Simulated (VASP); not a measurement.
# Zn (Im-3m) in VASP: further runs

Runs on Zn. Level: PBEsol+D3(BJ). Tasks: single point.

Everything below comes from runs of VASP 6.6.1. Logs are shortened: lines on timing, memory, paths and dates and some standing lists are left out, and cuts for length are marked.

## Step 1: The cell of the first run

It takes space group Im-3m (No. 229, cubic). The conventional cell has a = 3.138 Å, b = 3.138 Å, c = 3.138 Å, α = 90.00°, β = 90.00°, γ = 90.00°. Zn (site symmetry m-3m) has 14 Zn at 2.72 to 3.14 Å within 3.6 Å.

## Step 2: Single point, PBEsol+D3(BJ)

INCAR

```
SYSTEM = Zn
PREC = Accurate ; ENCUT = 520
EDIFF = 1E-6 ; ISMEAR = -1
SIGMA = 0.05 ; LREAL = .FALSE.
LASPH = .TRUE. ; NELM = 80
ALGO = Normal ; ISIF = 2
LWAVE = .FALSE. ; LCHARG = .FALSE.
GGA = PS ; IVDW = 12
NBANDS = 12
```

KPOINTS

```
Automatic mesh
0
G
  11 11 11
  0 0 0
```

POSCAR

```
Zn
1.0
   -1.5690370000      1.5690370000      1.5690370000
    1.5690370000     -1.5690370000      1.5690370000
    1.5690370000      1.5690370000     -1.5690370000
Zn
1
Direct
    0.0000000000      0.0000000000      0.0000000000
```

Potentials or basis: VASP PAW PBE potentials, release 64 (Zn).

Launch:

```bash
> cat potpaw_PBE.64/Zn/POTCAR > POTCAR
> mpirun -np 1 vasp_std > vasp.out
```

OUTCAR:

```text
SYSTEM = Zn
   PREC = Accurate
   ENCUT = 520
   EDIFF = 1E-6
   ISMEAR = -1
   LREAL = .FALSE.
   LASPH = .TRUE.
   NELM = 80
   ISIF = 2
   GGA = PS
   IVDW = 12
 IVDW          = 12

 ion  position               nearest neighbor table
   1  0.000  0.000  0.000-

  LATTYP: Found a body centered cubic cell.
 ALAT       =     3.1380740000

  Lattice vectors:

 A1 = (  -1.5690370000,   1.5690370000,   1.5690370000)
 A2 = (   1.5690370000,  -1.5690370000,   1.5690370000)
 A3 = (   1.5690370000,   1.5690370000,  -1.5690370000)

Analysis of symmetry for initial positions (statically):
=====================================================================
 Subroutine PRICEL returns:
 Original cell was already a primitive cell.

 Routine SETGRP: Setting up the symmetry group for a
 body centered cubic supercell.

 Subroutine GETGRP returns: Found 48 space group operations
 (whereof 48 operations were pure point group operations)
 out of a pool of 48 trial point group operations.

The static configuration has the point symmetry O_h .

Analysis of symmetry for dynamics (positions and initial velocities):
=====================================================================
 Subroutine PRICEL returns:
 Original cell was already a primitive cell.

 Routine SETGRP: Setting up the symmetry group for a
 body centered cubic supercell.

 Subroutine GETGRP returns: Found 48 space group operations
 (whereof 48 operations were pure point group operations)
 out of a pool of 48 trial point group operations.

The dynamic configuration has the point symmetry O_h .

 Subroutine INISYM returns: Found 48 space group operations
 (whereof 48 operations are pure point group operations),
 and found     1 'primitive' translations

----------------------------------------------------------------------------------------

                                     Primitive cell

  volume of cell :      15.4511

  direct lattice vectors                    reciprocal lattice vectors
    -1.569037000  1.569037000  1.569037000     0.000000000  0.318666800  0.318666800
     1.569037000 -1.569037000  1.569037000     0.318666800  0.000000000  0.318666800
     1.569037000  1.569037000 -1.569037000     0.318666800  0.318666800  0.000000000

  length of vectors
     2.717651803  2.717651803  2.717651803     0.450662911  0.450662911  0.450662911

  position of ions in fractional coordinates (direct lattice)
     0.000000000  0.000000000  0.000000000

  ion indices of the primitive-cell ions
   primitive index   ion index
                 1           1

----------------------------------------------------------------------------------------

 KPOINTS: Automatic mesh

Automatic generation of k-mesh.
 Grid dimensions read from file:
 generate k-points for:   11   11   11

 Generating k-lattice:

  Cartesian coordinates                     Fractional coordinates (reciprocal lattice)
     0.000000000  0.028969709  0.028969709     0.090909091  0.000000000  0.000000000
     0.028969709  0.000000000  0.028969709     0.000000000  0.090909091  0.000000000
     0.028969709  0.028969709  0.000000000     0.000000000  0.000000000  0.090909091

  Length of vectors
     0.040969356  0.040969356  0.040969356

  Shift w.r.t. Gamma in fractional coordinates (k-lattice)
     0.000000000  0.000000000  0.000000000

 Subroutine IBZKPT returns following result:
 ===========================================

 Found     56 irreducible k-points:

 Following reciprocal coordinates:
            Coordinates               Weight
  0.000000  0.000000  0.000000      1.000000
  0.090909  0.000000  0.000000     12.000000
  0.181818  0.000000  0.000000     12.000000
  0.272727  0.000000  0.000000     12.000000
  0.363636  0.000000  0.000000     12.000000
  0.454545  0.000000  0.000000     12.000000
[... 16 lines left out ...]
  0.272727  0.181818  0.090909     48.000000
  0.363636  0.181818  0.090909     24.000000
 [... further k-points ...]
   k-points           NKPTS =     56   k-points in BZ     NKDIM =     56   number of bands    NBANDS=     12
   number of dos      NEDOS =    301   number of ions     NIONS =      1
   total plane-waves  NPLWV =   8000
   dimension x,y,z NGX =    20 NGY =   20 NGZ =   20
   dimension x,y,z NGXF=    40 NGYF=   40 NGZF=   40
   ions per type =               1
   NGX,Y,Z   is equivalent  to a cutoff of  12.23, 12.23, 12.23 a.u.
   NGXF,Y,Z  is equivalent  to a cutoff of  24.47, 24.47, 24.47 a.u.
 SYSTEM =  Zn
   PREC   = accura    normal or accurate (medium, high low for compatibility)
   ISTART =      0    job   : 0-new  1-cont  2-samecut
   ICHARG =      2    charge: 1-file 2-atom 10-const
   ISPIN  =      1    spin polarized calculation?
   LNONCOLLINEAR =      F non collinear calculations
   LSORBIT =      F    spin-orbit coupling
   LASPH  =      T    aspherical Exc in radial PAW
   ENCUT  =  520.0 eV  38.22 Ry    6.18 a.u.   5.05  5.05  5.05*2*pi/ulx,y,z
   NELM   =     80;   NELMIN=  2; NELMDL= -5     # of ELM steps
   EDIFF  = 0.1E-05   stopping-criterion for ELM
   LREAL  =      F    real-space projection
   EDIFFG = 0.1E-04   stopping-criterion for IOM
   NSW    =      0    number of steps for IOM
   IBRION =     -1    ionic relax: 0-MD 1-quasi-New 2-CG
   NFREE  =      0    steps in history (QN), initial steepest desc. (CG)
   ISIF   =      2    stress and relaxation
   ISYM   =      2    0-nonsym 1-usesym 2-fastsym
   POTIM  = 0.5000    time-step for ionic-motion
   TEBEG  =    0.0;   TEEND  =   0.0 temperature during run
   PSTRESS=    0.0 pullay stress
   NELECT =      12.0000    total number of electrons
   NUPDOWN=      -1.0000    fix difference up-down
   EMIN   =  10.00;   EMAX   =-10.00  energy-range for DOS
   EFERMI =   0.00;   METHOD = LEGACY
   ISMEAR =    -1;   SIGMA  =   0.05  broadening in eV -4-tet -1-fermi 0-gaus
   EFERMI_NEDOS =   21; number of points for ismear=-14 and -15
   IALGO  =     38    algorithm
   IMIX   =      4    mixing-type and parameters
     AMIX     =   0.40;   BMIX     =  1.00
     AMIX_MAG =   1.60;   BMIX_MAG =  1.00
  volume/ion in A,a.u.               =      15.45       104.27
  Fermi-wavevector in a.u.,A,eV,Ry     =   1.504811  2.843681 30.809811  2.264457
  Thomas-Fermi vector in A             =   2.615742
   LORBIT       =      0    0 simple, 1 ext, 2 COOP (PROOUT), +10 PAW based schemes
   GGA     = PS    functional components
   LHFCALC =     F    Hartree Fock is set to
   AEXX    =    0.0000 exact exchange contribution
   IVDW    =    12    specifies the selected vdW correction
   LEPSILON=     F    determine dielectric tensor
   LRPA    =     F    only Hartree local field effects (RPA)
 non-spin polarized calculation
  energy-cutoff  :      520.00
  volume of cell :       15.45
 maximum number of plane-waves:       429
   NGX = 11   NGY = 11   NGZ = 11

 number of electron      12.0000023 magnetization

 Free energy of the ion-electron system (eV)
  ---------------------------------------------------
  ext. energy  EPLUGINS =         0.00000000
  ---------------------------------------------------
  free energy    TOTEN  =        -1.47838720 eV

  energy without entropy =       -1.47665789  energy(sigma->0) =       -1.47752255

 E-fermi :   2.8569     XC(G=0): -11.6324

 val. band max:        2.8208848623   @ k =   0.4545   0.0000   0.0000
 cond. band min:       3.0349337173   @ k =  -0.4545   0.4545   0.0909
 fundamental gap:      0.2140488550
 Fermi energy:         2.8569293666

 k-point     1 :       0.0000    0.0000    0.0000
  band No.  band energies     occupation
      1      -7.4372      2.00000
      2      -4.8173      2.00000
      3      -4.8173      2.00000
      4      -4.8173      2.00000
      5      -4.3156      2.00000
      6      -4.3156      2.00000
      7      21.8414      0.00000
      8      21.8414      0.00000
      9      21.8415      0.00000
     10      23.6365      0.00000
     11      23.6365      0.00000
     12      23.6365      0.00000

 k-point     2 :       0.0909    0.0000    0.0000
  band No.  band energies     occupation
      1      -7.1776      2.00000
      2      -4.8414      2.00000
      3      -4.8112      2.00000
      4      -4.7566      2.00000
      5      -4.3375      2.00000
      6      -4.3141      2.00000
      7      18.7222      0.00000
      8      20.2505      0.00000
      9      20.7765      0.00000
     10      22.1311      0.00000
     11      22.1880      0.00000
     12      23.4011      0.00000

 k-point     3 :       0.1818    0.0000    0.0000
  band No.  band energies     occupation
      1      -6.4423      2.00000
      2      -4.9058      2.00000
      3      -4.7694      2.00000
      4      -4.5897      2.00000
      5      -4.3755      2.00000
      6      -4.3092      2.00000
      7      14.1656      0.00000
      8      18.0623      0.00000
      9      18.8928      0.00000
     10      20.5343      0.00000
     11      21.1661      0.00000
     12      24.1523      0.00000
[... 286 lines left out ...]
 k-point    23 :       0.2727    0.1818    0.0909
  band No.  band energies     occupation
      1      -5.1590      2.00000
      2      -5.0317      2.00000
      3      -4.5804      2.00000
      4      -4.3204      2.00000
      5      -4.2727      2.00000
      6      -0.2204      2.00000
      7       5.4991      0.00000
      8       8.2795      0.00000
      9      11.0688      0.00000
     10      25.3043      0.00000
     11      27.5857      0.00000
     12      28.4299      0.00000

 k-point    24 :       0.3636    0.1818    0.0909
  band No.  band energies     occupation
      1      -5.1810      2.00000
      2      -5.0502      2.00000
      3      -4.5136      2.00000
      4      -4.3079      2.00000
      5      -4.2673      2.00000
      6       2.0348      2.00000
      7       2.7490      1.79307
      8       7.9982      0.00000
      9      10.8092      0.00000
     10      25.1134      0.00000
     11      27.8106      0.00000
     12      29.9275      0.00000

 [... further k-points ...]

------------------------ aborting loop because EDIFF is reached ----------------------------------------

 Edisp (eV)   -0.35336

 E8    (eV) :    -0.2282

  FORCE on cell =-STRESS in cart. coord.  units (eV):
  Direction    XX          YY          ZZ          XY          YZ          ZX
  --------------------------------------------------------------------------------------
  -------------------------------------------------------------------------------------
  Total      -0.89541    -0.89541    -0.89541     0.00000    -0.00000     0.00000
  in kB     -92.84768   -92.84768   -92.84768     0.00000    -0.00000     0.00000
  external pressure =      -92.85 kB  Pullay stress =        0.00 kB

 VOLUME and BASIS-vectors are now :
 -----------------------------------------------------------------------------
  energy-cutoff  :      520.00
  volume of cell :       15.45
      direct lattice vectors                 reciprocal lattice vectors
    -1.569037000  1.569037000  1.569037000     0.000000000  0.318666800  0.318666800
     1.569037000 -1.569037000  1.569037000     0.318666800  0.000000000  0.318666800
     1.569037000  1.569037000 -1.569037000     0.318666800  0.318666800  0.000000000

 POSITION                                       TOTAL-FORCE (eV/Angst)
 -----------------------------------------------------------------------------------
      0.00000      0.00000      0.00000         0.000000      0.000000      0.000000
 -----------------------------------------------------------------------------------
    total drift:                                0.000000      0.000000      0.000000

  FREE ENERGIE OF THE ION-ELECTRON SYSTEM (eV)
  ---------------------------------------------------
  free  energy   TOTEN  =        -1.8317442513 eV

  energy  without entropy=       -1.8300149385  energy(sigma->0) =       -1.83087959
```

Wall time 5.9 s (1 thread of Intel Xeon Platinum 8259CL at 2.50GHz (Skylake/Cascade Lake), shared host); peak memory 0.13 GiB.

Results:

```yaml
Free_energy: -1.8317 eV
Pressure: -9.3 GPa
Band_gap_on_the_k_mesh: zero (band 6 reaches 5.95 eV, above the bottom of band 7 at 2.03 eV)
Dispersion_energy_per_atom: -0.353 eV
```

Levels at points of the mesh, in eV from the Fermi level:
| k point | band 3 | band 4 | band 5 | band 6 | band 7 | band 8 | band 9 | band 10 |
| --- | --- | --- | --- | --- | --- | --- | --- | --- |
| (0.00, 0.00, 0.00) | -7.67 | -7.67 | -7.17 | -7.17 | 18.98 | 18.98 | 18.98 | 20.78 |

Caveat: three body term missing; the PAW data sets were made with another functional, which shifts forces and pressure a little; pairwise dispersion overbinds metals, which lowers pressure and volume.

## Step 3: Single point, PBEsol+D3(BJ)

INCAR

```
SYSTEM = Zn
PREC = Accurate ; ENCUT = 520
EDIFF = 1E-7 ; ISMEAR = -1
SIGMA = 0.025 ; LREAL = .False.
LASPH = .True. ; NELM = 60
ALGO = Normal ; ISIF = 2
LWAVE = .False. ; LCHARG = .False.
GGA = PS ; IVDW = 12
NBANDS = 12
```

KPOINTS

```
Automatic mesh
0
Gamma
  11 11 11
  0 0 0
```

POSCAR is that of step 2.

Potentials or basis: VASP PAW PBE potentials, release 64 (Zn).

Launch:

```bash
> cat potpaw_PBE.64/Zn/POTCAR > POTCAR
> mpirun -np 1 vasp_std > vasp.out
```

OUTCAR:

```text
SYSTEM = Zn
   PREC = Accurate
   ENCUT = 520
   EDIFF = 1E-7
   ISMEAR = -1
   LREAL = .False.
   LASPH = .True.
   NELM = 60
   ISIF = 2
   GGA = PS
   IVDW = 12
 IVDW          = 12

 ion  position               nearest neighbor table
   1  0.000  0.000  0.000-

  LATTYP: Found a body centered cubic cell.
 ALAT       =     3.1380740000

  Lattice vectors:

 A1 = (  -1.5690370000,   1.5690370000,   1.5690370000)
 A2 = (   1.5690370000,  -1.5690370000,   1.5690370000)
[... 537 lines left out ...]
     11      27.8107      0.00000
     12      29.9275      0.00000

 [... further k-points ...]

------------------------ aborting loop because EDIFF is reached ----------------------------------------

 Edisp (eV)   -0.35336

 E8    (eV) :    -0.2282

  FORCE on cell =-STRESS in cart. coord.  units (eV):
  Direction    XX          YY          ZZ          XY          YZ          ZX
  --------------------------------------------------------------------------------------
  -------------------------------------------------------------------------------------
  Total      -0.90482    -0.90482    -0.90482    -0.00000    -0.00000     0.00000
  in kB     -93.82360   -93.82360   -93.82360    -0.00000    -0.00000     0.00000
  external pressure =      -93.82 kB  Pullay stress =        0.00 kB

 VOLUME and BASIS-vectors are now :
 -----------------------------------------------------------------------------
  energy-cutoff  :      520.00
  volume of cell :       15.45
      direct lattice vectors                 reciprocal lattice vectors
    -1.569037000  1.569037000  1.569037000     0.000000000  0.318666800  0.318666800
     1.569037000 -1.569037000  1.569037000     0.318666800  0.000000000  0.318666800
     1.569037000  1.569037000 -1.569037000     0.318666800  0.318666800  0.000000000

 POSITION                                       TOTAL-FORCE (eV/Angst)
 -----------------------------------------------------------------------------------
      0.00000      0.00000      0.00000         0.000000     -0.000000      0.000000
 -----------------------------------------------------------------------------------
    total drift:                                0.000000     -0.000000      0.000000

  FREE ENERGIE OF THE ION-ELECTRON SYSTEM (eV)
  ---------------------------------------------------
  free  energy   TOTEN  =        -1.8311114080 eV

  energy  without entropy=       -1.8306457292  energy(sigma->0) =       -1.83087857
```

stdout:

```text
POSCAR found type information on POSCAR Zn
 POSCAR found :  1 types and       1 ions
 scaLAPACK will be used
 -----------------------------------------------------------------------------
|                                                                             |
|                                                                             |
|     You enforced a specific xc type in the INCAR file but a different       |
|     I HOPE YOU KNOW WHAT YOU ARE DOING!                                     |
|                                                                             |
 -----------------------------------------------------------------------------

 LDA part: xc-table for (Slater+PW92), standard interpolation
 POSCAR, INCAR and KPOINTS ok, starting setup
 FFT: planning ... GRIDC
 FFT: planning ... GRID_SOFT
 FFT: planning ... GRID
 WAVECAR not read
 entering main loop
```

Wall time 6.4 s (1 thread of Intel Xeon Platinum 8259CL at 2.50GHz (Skylake/Cascade Lake), shared host); peak memory 0.14 GiB.

Results:

```
Free energy                : -1.8311 eV
Pressure                   : -9.4 GPa
Band gap on the k mesh     : zero (band 6 reaches 5.95 eV, above the bottom of band 7 at 2.03 eV)
Dispersion energy per atom : -0.353 eV
```

Levels at points of the mesh, in eV from the Fermi level:
```
           k point  band 2  band 3  band 4  band 5  band 6  band 7  band 8  band 9  band 10  band 11
(0.00, 0.00, 0.00)   -7.65   -7.65   -7.65   -7.14   -7.14   19.01   19.01   19.01    20.81    20.81
```

Caveat: three body term missing; the PAW data sets were made with another functional, which shifts forces and pressure a little; pairwise dispersion overbinds metals, which lowers pressure and volume.
